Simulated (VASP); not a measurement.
# Pb (P6_3/mmc) in VASP: a series of runs, part 3 of 3

VASP 6.6.1. The steps go on from the part before.

### Step 6. Electric field gradients, PBE

This run uses another cell than the first one, of 29.31 Å³/atom, 1.031 times its volume.

File INCAR:

```
SYSTEM = Pb
PREC = Accurate
ENCUT = 520
EDIFF = 1E-8
ISMEAR = -1
SIGMA = 0.05
LREAL = .False.
LASPH = .True.
NELM = 60
ALGO = Normal
ISIF = 2
LWAVE = .False.
LCHARG = .False.
GGA = PE
LEFG = .True.
NBANDS = 21
```

File KPOINTS:

```
Automatic mesh
0
Gamma
  12 12 7
  0 0 0
```

File POSCAR:

```
Pb
1.0
    3.4800006906      0.0000000000      0.0000000000
   -1.7400003453      3.0137690032      0.0000000000
    0.0000000000      0.0000000000      5.5900000000
Pb
2
Direct
    0.3333333333      0.6666666667      0.2500000000
    0.6666666667      0.3333333333      0.7500000000
```

Potentials or basis: VASP PAW PBE potentials, release 64 (Pb_d).

Command:

```bash
$ cat potpaw_PBE.64/Pb_d/POTCAR > POTCAR
$ mpirun -np 1 vasp_std > vasp.out
```

OUTCAR:

```text
SYSTEM = Pb
   PREC = Accurate
   ENCUT = 520
   EDIFF = 1E-8
   ISMEAR = -1
   LREAL = .False.
   LASPH = .True.
   NELM = 60
   ISIF = 2
   GGA = PE

 ion  position               nearest neighbor table
   1  0.333  0.667  0.250-   2 3.44   2 3.44   2 3.44   2 3.44   2 3.44   2 3.44
   2  0.667  0.333  0.750-   1 3.44   1 3.44   1 3.44   1 3.44   1 3.44   1 3.44

  LATTYP: Found a hexagonal cell.
 ALAT       =     3.4800006906
 C/A-ratio  =     1.6063215203

  Lattice vectors:

 A1 = (   3.4800006906,   0.0000000000,   0.0000000000)
 A2 = (  -1.7400003453,   3.0137690032,   0.0000000000)
 A3 = (   0.0000000000,   0.0000000000,   5.5900000000)

Analysis of symmetry for initial positions (statically):
=====================================================================
 Subroutine PRICEL returns:
 Original cell was already a primitive cell.

 Routine SETGRP: Setting up the symmetry group for a
 hexagonal supercell.

 Subroutine GETGRP returns: Found 24 space group operations
 (whereof 12 operations were pure point group operations)
 out of a pool of 24 trial point group operations.

The static configuration has the point symmetry D_3d.
 The point group associated with its full space group is D_6h.

Analysis of symmetry for dynamics (positions and initial velocities):
=====================================================================
 Subroutine PRICEL returns:
 Original cell was already a primitive cell.

 Routine SETGRP: Setting up the symmetry group for a
 hexagonal supercell.

 Subroutine GETGRP returns: Found 24 space group operations
 (whereof 12 operations were pure point group operations)
 out of a pool of 24 trial point group operations.

The dynamic configuration has the point symmetry D_3d.
 The point group associated with its full space group is D_6h.

 Subroutine INISYM returns: Found 24 space group operations
 (whereof 12 operations are pure point group operations),
 and found     1 'primitive' translations

----------------------------------------------------------------------------------------

                                     Primitive cell

  volume of cell :      58.6275

  direct lattice vectors                    reciprocal lattice vectors
     3.480000691  0.000000000  0.000000000     0.287356265  0.165905217  0.000000000
    -1.740000345  3.013769003  0.000000000     0.000000000  0.331810434  0.000000000
     0.000000000  0.000000000  5.590000000     0.000000000  0.000000000  0.178890877

  length of vectors
     3.480000691  3.480000691  5.590000000     0.331810434  0.331810434  0.178890877

  position of ions in fractional coordinates (direct lattice)
     0.333333333  0.666666667  0.250000000
     0.666666667  0.333333333  0.750000000

  ion indices of the primitive-cell ions
   primitive index   ion index
                 1           1
                 2           2

----------------------------------------------------------------------------------------

[... 64 lines left out ...]
   LNONCOLLINEAR =      F non collinear calculations
   LSORBIT =      F    spin-orbit coupling
   LASPH  =      T    aspherical Exc in radial PAW
   ENCUT  =  520.0 eV  38.22 Ry    6.18 a.u.   6.47  6.47 10.39*2*pi/ulx,y,z
   NELM   =     60;   NELMIN=  2; NELMDL= -5     # of ELM steps
   EDIFF  = 0.1E-07   stopping-criterion for ELM
   LREAL  =      F    real-space projection
   EDIFFG = 0.1E-06   stopping-criterion for IOM
   NSW    =      0    number of steps for IOM
   IBRION =     -1    ionic relax: 0-MD 1-quasi-New 2-CG
   NFREE  =      0    steps in history (QN), initial steepest desc. (CG)
   ISIF   =      2    stress and relaxation
   ISYM   =      2    0-nonsym 1-usesym 2-fastsym
   POTIM  = 0.5000    time-step for ionic-motion
   TEBEG  =    0.0;   TEEND  =   0.0 temperature during run
   PSTRESS=    0.0 pullay stress
   NELECT =      28.0000    total number of electrons
   NUPDOWN=      -1.0000    fix difference up-down
   EMIN   =  10.00;   EMAX   =-10.00  energy-range for DOS
   EFERMI =   0.00;   METHOD = LEGACY
   ISMEAR =    -1;   SIGMA  =   0.05  broadening in eV -4-tet -1-fermi 0-gaus
   EFERMI_NEDOS =   21; number of points for ismear=-14 and -15
   IALGO  =     38    algorithm
   IMIX   =      4    mixing-type and parameters
     AMIX     =   0.40;   BMIX     =  1.00
     AMIX_MAG =   1.60;   BMIX_MAG =  1.00
  volume/ion in A,a.u.               =      29.31       197.82
  Fermi-wavevector in a.u.,A,eV,Ry     =   1.279658  2.418202 22.279864  1.637524
  Thomas-Fermi vector in A             =   2.412130
   LORBIT       =      0    0 simple, 1 ext, 2 COOP (PROOUT), +10 PAW based schemes
   GGA     = PE    functional components
[... 5 lines left out ...]
 non-spin polarized calculation
  energy-cutoff  :      520.00
  volume of cell :       58.63
 maximum number of plane-waves:      1617
 NGX is ok and might be reduce to    28
   NGX = 13   NGY = 13   NGZ = 21

 number of electron      28.0000005 magnetization

 Free energy of the ion-electron system (eV)
  ---------------------------------------------------
  ext. energy  EPLUGINS =         0.00000000
  ---------------------------------------------------
  free energy    TOTEN  =        -7.02811494 eV

  energy without entropy =       -7.01670269  energy(sigma->0) =       -7.02240882

 E-fermi :   7.6494     XC(G=0): -10.3506

 val. band max:        7.6461651974   @ k =   0.3333   0.0833   0.0000
 cond. band min:       7.6633171355   @ k =   0.4167   0.0833   0.1429
 fundamental gap:      0.0171519381
 Fermi energy:         7.6494031943

 k-point     1 :       0.0000    0.0000    0.0000
  band No.  band energies     occupation
      1      -9.4792      2.00000
      2      -9.4317      2.00000
      3      -9.4103      2.00000
      4      -9.4103      2.00000
      5      -9.3854      2.00000
      6      -9.3854      2.00000
[... 565 lines left out ...]
     20      15.9161      0.00000
     21      18.0813      0.00000

 [... further k-points ...]
[... 5 lines left out ...]
  --------------------------------------------------------------------------------------
  -------------------------------------------------------------------------------------
  Total        1.4015642      1.4015642      1.4848935     -0.0000000      0.0000000      0.0000000
  in kB       38.3020908     38.3020908     40.5793227     -0.0000000      0.0000000      0.0000000
  external PRESSURE =      39.0611681 kB  Pullay stress =       0.0000000 kB

 VOLUME and BASIS-vectors are now :
 -----------------------------------------------------------------------------
  energy-cutoff  :      520.00
  volume of cell :       58.63
      direct lattice vectors                 reciprocal lattice vectors
     3.480000691  0.000000000  0.000000000     0.287356265  0.165905217  0.000000000
    -1.740000345  3.013769003  0.000000000     0.000000000  0.331810434  0.000000000
     0.000000000  0.000000000  5.590000000     0.000000000  0.000000000  0.178890877

 POSITION                                       TOTAL-FORCE (eV/Angst)
 -----------------------------------------------------------------------------------
     -0.00000      2.00918      1.39750        -0.000000     -0.000000      0.000000
      1.74000      1.00459      4.19250         0.000000      0.000000      0.000000
 -----------------------------------------------------------------------------------
    total drift:                               -0.000000      0.000000      0.000000

  FREE ENERGIE OF THE ION-ELECTRON SYSTEM (eV)
  ---------------------------------------------------
  free  energy   TOTEN  =        -7.0281149449 eV

  energy  without entropy=       -7.0167026900  energy(sigma->0) =       -7.02240882

 Electric field gradients (V/A^2)
---------------------------------------------------------------------
 ion       V_xx      V_yy      V_zz      V_xy      V_xz      V_yz
---------------------------------------------------------------------
   1       4.087     4.086    -8.173    -0.000     0.000    -0.000
   2       4.087     4.086    -8.173    -0.000    -0.000     0.000
---------------------------------------------------------------------

 Electric field gradients after diagonalization (V/A^2)
 (convention: |V_zz| > |V_xx| > |V_yy|)
----------------------------------------------------------------------
 ion       V_xx      V_yy      V_zz     asymmetry (V_yy - V_xx)/ V_zz
----------------------------------------------------------------------
   1       4.087     4.086    -8.173       0.000
   2       4.087     4.086    -8.173       0.000
----------------------------------------------------------------------

           NMR quadrupolar parameters

 Cq : quadrupolar parameter    Cq=e*Q*V_zz/h
 eta: asymmetry parameters     (V_yy - V_xx)/ V_zz
 Q  : nuclear electric quadrupole moment in mb (millibarn)
----------------------------------------------------------------------
 ion       Cq(MHz)       eta       Q (mb)
----------------------------------------------------------------------
   1      -0.020       0.000       1.000
   2      -0.020       0.000       1.000
----------------------------------------------------------------------
```

stdout:

```text
POSCAR found type information on POSCAR Pb
 POSCAR found :  1 types and       2 ions
 scaLAPACK will be used
 LDA part: xc-table for (Slater+PW92), standard interpolation
 POSCAR, INCAR and KPOINTS ok, starting setup
 FFT: planning ... GRIDC
 FFT: planning ... GRID_SOFT
 FFT: planning ... GRID
 WAVECAR not read
 entering main loop
ion   1

ion   2
```

It took 80 s on 1 thread of AMD EPYC 7R13 (Zen 3), shared host; peak memory 0.19 GiB.

What came out:

* Free energy: -7.0281 eV
* Pressure: 3.9 GPa
* Band gap on the k mesh: zero (band 14 reaches 13.32 eV, above the bottom of band 15 at 5.60 eV)

Stress tensor (GPa, compression positive):
```
3.83 0.00 0.00
0.00 3.83 0.00
0.00 0.00 4.06
```

Electric field gradients, principal values (V/Å²):
| atom | least | middle | greatest (by size) |
| --- | --- | --- | --- |
| 1 Pb | 4.086 | 4.087 | -8.173 |
| 2 Pb | 4.086 | 4.087 | -8.173 |

Caveat: without QUAD_EFG the Cq values of the log hold for a quadrupole moment of 1 mb, not for the nuclei; spin-orbit coupling is left out, which moves the levels of the heavy elements.

### Step 7. Summary

```tsv
cell	gap on the mesh (eV)	pressure (GPa)
a = 3.480, b = 3.480, c = 5.422 Å, angles 90.0, 90.0, 120.0°, 2 atoms	none	5.7
a = 3.480, b = 3.480, c = 5.534 Å, angles 90.0, 90.0, 120.0°, 2 atoms	none	4.4
a = 3.410, b = 3.410, c = 5.590 Å, angles 90.0, 90.0, 120.0°, 2 atoms	none	6.6
a = 3.480, b = 3.480, c = 5.590 Å, angles 90.0, 90.0, 120.0°, 2 atoms	none	3.9
```

Alike in all rows: task electric field gradients; level PBE; potentials or basis VASP PAW PBE potentials, release 64 (Pb_d); no spin polarisation; k mesh 12 × 12 × 7; cutoff (eV) 520; smearing fermi-dirac 0.05 eV.

Caveats: spin-orbit coupling is left out, which moves the levels of the heavy elements.

Absolute energies hang on the potentials; compare differences alone.
